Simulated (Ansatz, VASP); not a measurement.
**Ta in VASP and in Ansatz**

Contents of INCAR:

```
SYSTEM = Ta
PREC     = Accurate       ! precision mode
ENCUT    = 520            ! plane-wave cutoff, eV
EDIFF    = 1E-6           ! SCF threshold, eV
ISMEAR   = 0              ! smearing method
SIGMA    = 0.1            ! smearing width, eV
LREAL    = .False.        ! projectors in reciprocal space
LASPH    = .True.         ! aspherical terms in the spheres
NELM     = 100            ! most SCF steps
ALGO     = Normal         ! electronic algorithm
ISIF     = 2              ! what is computed and relaxed
LWAVE    = .False.        ! write WAVECAR
LCHARG   = .False.        ! write CHGCAR
LDIPOL   = .True.       
IDIPOL   = 3            
DIPOL    = 0.5 0.5 0.500
GGA      = PE             ! functional
NBANDS   = 48             ! bands
```

The input KPOINTS:

```
regular mesh
0
Gamma
  2 2 1
  0 0 0
```

The input POSCAR:

```
Ta
1.0
    3.3190540256      0.0000000000      0.0000000000
    0.0000000000      3.3190540256      0.0000000000
    0.0000000000      0.0000000000     24.9571620767
Ta
7
Direct
    0.5000000000      0.5000000000      0.3005149374
    0.0000000000      0.0000000000      0.3670099583
    0.5000000000      0.5000000000      0.4335049791
    0.0000000000      0.0000000000      0.5000000000
    0.5000000000      0.5000000000      0.5664950209
    0.0000000000      0.0000000000      0.6329900417
    0.5000000000      0.5000000000      0.6994850626
```

Input for Ansatz:

```yaml
crystal:
  lattice:
    - [3.3190540256, 0.0, 0.0]
    - [0.0, 3.3190540256, 0.0]
    - [0.0, 0.0, 24.9571620767]
  atoms:
    - { symbol: Ta, position: [0.5, 0.5, 0.3005149374] }
    - { symbol: Ta, position: [0.0, 0.0, 0.3670099583] }
    - { symbol: Ta, position: [0.5, 0.5, 0.4335049791] }
    - { symbol: Ta, position: [0.0, 0.0, 0.5] }
    - { symbol: Ta, position: [0.5, 0.5, 0.5664950209] }
    - { symbol: Ta, position: [0.0, 0.0, 0.6329900417] }
    - { symbol: Ta, position: [0.5, 0.5, 0.6994850626] }
basis:
  ecutwfc: 420
kpoints:
  mp_grid: { grid: [2, 2, 1] }
hamiltonian:
  xc: pbe
scf:
  occupations: { method: gaussian, width: 0.1 }
output:
  forces: true
  stress: true
  eigenvalues: true
efield:
  axis: 3
  dipole_correction: true
  ramp_width: 0.04
```

Alike in both runs: task single point; functional PBE; k mesh 2 × 2 × 1; occupations gaussian, width 0.1 eV; no spin polarisation.

|  | VASP | Ansatz |
| --- | --- | --- |
| version | VASP 6.6.1 | Ansatz 0.2.0 |
| potentials or method | VASP PAW PBE potentials, release 64 (Ta_pv), cutoff 520 eV | scalar-relativistic, plane waves, PAW |
| valence electrons in the cell | 77 | 91 |

```tsv
	VASP	Ansatz	Ansatz less VASP
gap on the k mesh at the Fermi level (eV)	none	none	-
rms of the force components (eV/Å)	0.801	0.795	-0.0067
```

Atom by atom the forces differ by 0.008 eV/Å (rms over components). A gap of «none» marks a metal or a gap that the smearing closes. With one functional, cell and mesh, what is left measures potentials, basis and numerics. VASP's potentials hold 77 valence electrons a cell and Ansatz's 91, so a difference there can come from the potentials and not from the codes.

The k mesh is coarse, so the values compare programs but aren't converged. Spin-orbit coupling is off throughout.
